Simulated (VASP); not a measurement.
Crystal: CoSi.

```xyz
2
Lattice="2.8711 0.0000 0.0000 0.0000 2.8711 0.0000 0.0000 0.0000 2.8711" Properties=species:S:1:pos:R:3 pbc="T T T"
Co    0.0000    0.0000    0.0000
Si    1.4356    1.4356    1.4356
```

Base run:

| Item | Value |
| --- | --- |
| Program | VASP 6.6.1 |
| Functional | PBE |
| Potentials or basis | VASP PAW PBE potentials, release 64 (Co, Si) |
| Cutoff | 520 eV |
| k mesh | 14 × 14 × 14 |
| Occupations | fermi-dirac, width 0.03 eV |
| Spin | collinear spin, ferromagnetic start |
| Starting moments | [2.0, 0.0] μB |

Its results: pressure -14.6 GPa.

The run is repeated on the same cell with these changes: spin from collinear spin, ferromagnetic start to no spin polarisation; further incar settings from ALGO = Normal; EDIFF = 1e-06; NBANDS = 18 to ALGO = Normal; EDIFF = 1e-06; NBANDS = 14. What comes out?

Pressure -16.8 GPa.

Caveats: the cell stands under tension.
